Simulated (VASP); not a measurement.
# Li (C2/m) in VASP: relaxation of shape and atoms at fixed volume with PBE

Aim: the relaxation of shape and atoms at fixed volume of Li with PBE.

Program: VASP 6.6.1. These are calculated values, not measurements. Logs are shortened: lines on timing, memory, paths and dates and some standing lists are left out, and cuts for length are marked.

## Step 1: The cell of the first run

The typed cell holds 1 atom: a = 3.029 Å, b = 3.029 Å, c = 3.019 Å, α = 119.98°, β = 119.98°, γ = 59.99°.

## Step 2: Relaxation of shape and atoms at fixed volume, PBE (volume scaled by 0.97)

INCAR reads:

```
ALGO = Normal
EDIFF = 1E-7
EDIFFG = -0.01
ENCUT = 600
GGA = PE
IBRION = 2
ISIF = 4
ISMEAR = 0
LASPH = T
LCHARG = F
LREAL = F
LWAVE = F
NELM = 100
NSW = 50
PREC = Accurate
SIGMA = 0.1
```

KPOINTS reads:

```
k-points
0
Gamma
  22 22 22
```

POSCAR reads:

```
Li
1.0
    2.6222604661     -1.5140144230     -0.0641608686
    2.6222604661      1.5140144230     -0.0641608686
   -1.6811646111      0.0000000000      2.5081613672
Li
1
Direct
    0.0000000000      0.0000000000      0.5000000000
```

Potentials or basis: VASP PAW PBE potentials, release 64 (Li_sv).

Launch:

```
$ cat potpaw_PBE.64/Li_sv/POTCAR > POTCAR
$ mpirun -np 1 vasp_std > vasp.out
```

OUTCAR:

```text
EDIFF = 1E-7
   EDIFFG = -0.01
   ENCUT = 600
   GGA = PE
   IBRION = 2
   ISIF = 4
   ISMEAR = 0
   LASPH = T
   LREAL = F
   NELM = 100
   NSW = 50
   PREC = Accurate

 ion  position               nearest neighbor table
   1  0.000  0.000  0.500-

  Warning from LATTYP: Got some problem with cell dimensions!
  Tried to take original basis but could not verify dimensions!
  LATTYP: Found a base centered monoclinic cell.
 ALAT       =     5.2378621003
 B/A-ratio  =     0.5781039646
 C/A-ratio  =     0.5764695766
 COS(beta)  =    -0.5751059369

  Lattice vectors:

 A1 = (  -0.9410958550,   1.5140144230,  -2.4440004986)
 A2 = (  -0.9410958550,  -1.5140144230,  -2.4440004986)
 A3 = (  -1.6811646111,   0.0000000000,   2.5081613672)

Analysis of symmetry for initial positions (statically):
=====================================================================
 Subroutine PRICEL returns:
 Original cell was already a primitive cell.

 Routine SETGRP: Setting up the symmetry group for a
 base centered monoclinic supercell.

 Subroutine GETGRP returns: Found  4 space group operations
 (whereof  4 operations were pure point group operations)
 out of a pool of  4 trial point group operations.

The static configuration has the point symmetry C_2h.

Analysis of symmetry for dynamics (positions and initial velocities):
=====================================================================
 Subroutine PRICEL returns:
 Original cell was already a primitive cell.

 Routine SETGRP: Setting up the symmetry group for a
 base centered monoclinic supercell.

 Subroutine GETGRP returns: Found  4 space group operations
 (whereof  4 operations were pure point group operations)
 out of a pool of  4 trial point group operations.

The dynamic configuration has the point symmetry C_2h.

 Subroutine INISYM returns: Found  4 space group operations
 (whereof  4 operations are pure point group operations),
 and found     1 'primitive' translations

----------------------------------------------------------------------------------------

                                     Primitive cell

  volume of cell :      19.5889

  direct lattice vectors                    reciprocal lattice vectors
     2.622260466 -1.514014423 -0.064160869     0.193854437 -0.330247845  0.129936304
     2.622260466  1.514014423 -0.064160869     0.193854437  0.330247845  0.129936304
    -1.681164611  0.000000000  2.508161367     0.009917918  0.000000000  0.405346189

[... 75 lines left out ...]
   ISPIN  =      1    spin polarized calculation?
   LNONCOLLINEAR =      F non collinear calculations
   LSORBIT =      F    spin-orbit coupling
   LASPH  =      T    aspherical Exc in radial PAW
   ENCUT  =  600.0 eV  44.10 Ry    6.64 a.u.   6.05  6.05  6.03*2*pi/ulx,y,z
   NELM   =    100;   NELMIN=  2; NELMDL= -5     # of ELM steps
   EDIFF  = 0.1E-06   stopping-criterion for ELM
   LREAL  =      F    real-space projection
   EDIFFG = -.1E-01   stopping-criterion for IOM
   NSW    =     50    number of steps for IOM
   IBRION =      2    ionic relax: 0-MD 1-quasi-New 2-CG
   NFREE  =      1    steps in history (QN), initial steepest desc. (CG)
   ISIF   =      4    stress and relaxation
   ISYM   =      2    0-nonsym 1-usesym 2-fastsym
   POTIM  = 0.5000    time-step for ionic-motion
   TEBEG  =    0.0;   TEEND  =   0.0 temperature during run
   PSTRESS=    0.0 pullay stress
   NELECT =       3.0000    total number of electrons
   NUPDOWN=      -1.0000    fix difference up-down
   EMIN   =  10.00;   EMAX   =-10.00  energy-range for DOS
   EFERMI =   0.00;   METHOD = LEGACY
   ISMEAR =     0;   SIGMA  =   0.10  broadening in eV -4-tet -1-fermi 0-gaus
   EFERMI_NEDOS =   21; number of points for ismear=-14 and -15
   IALGO  =     38    algorithm
   IMIX   =      4    mixing-type and parameters
     AMIX     =   0.40;   BMIX     =  1.00
     AMIX_MAG =   1.60;   BMIX_MAG =  1.00
  volume/ion in A,a.u.               =      19.59       132.19
  Fermi-wavevector in a.u.,A,eV,Ry     =   0.875881  1.655176 10.437959  0.767168
  Thomas-Fermi vector in A             =   1.995614
   LORBIT       =      0    0 simple, 1 ext, 2 COOP (PROOUT), +10 PAW based schemes
   GGA     = PE    functional components
   LHFCALC =     F    Hartree Fock is set to
   AEXX    =    0.0000 exact exchange contribution
   IVDW    =     0    specifies the selected vdW correction
   LEPSILON=     F    determine dielectric tensor
   LRPA    =     F    only Hartree local field effects (RPA)
 conjugate gradient relaxation of ions
 non-spin polarized calculation
 Gauss-broadening in eV      SIGMA  =   0.10
  energy-cutoff  :      600.00
  volume of cell :       19.59
 maximum number of plane-waves:       670
   NGX = 13   NGY = 13   NGZ = 13

 number of electron       2.9999993 magnetization

 Free energy of the ion-electron system (eV)
  ---------------------------------------------------
  ext. energy  EPLUGINS =         0.00000000
  ---------------------------------------------------
  free energy    TOTEN  =        -1.90617607 eV

  energy without entropy =       -1.90376167  energy(sigma->0) =       -1.90496887

 E-fermi :   0.7369     XC(G=0):  -7.1283

 val. band max:        0.7343774385   @ k =  -0.2727   0.1818   0.2727
 cond. band min:       0.7390322852   @ k =  -0.1818  -0.4545   0.4545
 fundamental gap:      0.0046548468
 Fermi energy:         0.7368667234

 k-point     1 :       0.0000    0.0000    0.0000
  band No.  band energies     occupation
      1     -45.7469      2.00000
      2      -2.8838      2.00000
      3      15.3909      0.00000
      4      15.4158      0.00000
      5      15.4629      0.00000
[... 177 lines left out ...]
 k-point    24 :      -0.4545    0.0455    0.0000
  band No.  band energies     occupation
      1     -45.7263      2.00000
      2       0.6265      1.88134
      3       3.8998      0.00000
      4      13.2887      0.00000
      5      13.6285      0.00000

 [... further k-points ...]
[... 5 lines left out ...]
  --------------------------------------------------------------------------------------
  -------------------------------------------------------------------------------------
  Total        0.0398049      0.0377881      0.0455229      0.0000000      0.0000000     -0.0015123
  in kB        3.2556469      3.0906901      3.7233220      0.0000000      0.0000000     -0.1236876
  external PRESSURE =       3.3565530 kB  Pullay stress =       0.0000000 kB

 VOLUME and BASIS-vectors are now :
 -----------------------------------------------------------------------------
  energy-cutoff  :      600.00
  volume of cell :       19.59
      direct lattice vectors                 reciprocal lattice vectors
     2.622260466 -1.514014423 -0.064160869     0.193854437 -0.330247845  0.129936304
     2.622260466  1.514014423 -0.064160869     0.193854437  0.330247845  0.129936304
    -1.681164611  0.000000000  2.508161367     0.009917918  0.000000000  0.405346189

 POSITION                                       TOTAL-FORCE (eV/Angst)
 -----------------------------------------------------------------------------------
     -0.84058      0.00000      1.25408         0.000000      0.000000      0.000000
 -----------------------------------------------------------------------------------
    total drift:                               -0.000000     -0.000000      0.000000

  FREE ENERGIE OF THE ION-ELECTRON SYSTEM (eV)
  ---------------------------------------------------
  free  energy   TOTEN  =        -1.9061760655 eV

  energy  without entropy=       -1.9037616737  energy(sigma->0) =       -1.90496887

 reached required accuracy - stopping structural energy minimisation
```

It took 76 s on 1 thread of Intel Xeon Platinum 8375C at 2.90GHz (Ice Lake), shared host; peak memory 0.4 GiB.

Results:

* Free energy: -1.9062 eV
* Pressure after relaxing: 0.3 GPa

Final structure:
```
Li
1.0
     2.62226   -1.51401   -0.06416
     2.62226    1.51401   -0.06416
    -1.68116    0.00000    2.50816
Li
1
Cartesian
  -0.8406 0.0000 1.2541
```

Levels at points of the mesh, in eV from the Fermi level:
```
           k point  band 1  band 2  band 3  band 4  band 5
(0.00, 0.00, 0.00)  -46.48   -3.62   14.65   14.68   14.73
(0.50, 0.00, 0.00)  -46.46   -0.05    3.01   12.91   12.96
(0.50, 0.50, 0.00)  -46.46    1.52    4.80    8.59    8.67
(0.00, 0.00, 0.50)  -46.46   -0.03    3.04   12.88   12.90
(0.50, 0.00, 0.50)  -46.46    1.55    4.82    8.59    8.62
(0.50, 0.50, 0.50)  -46.46   -0.05    3.02   12.91   12.92
```

Caveat: the cutoff is under 1.25 times the usual one of these potentials, so pressure, stress and relaxed cells hold a basis-set (Pulay) error; the relaxation stopped at its first step, so nothing moved.
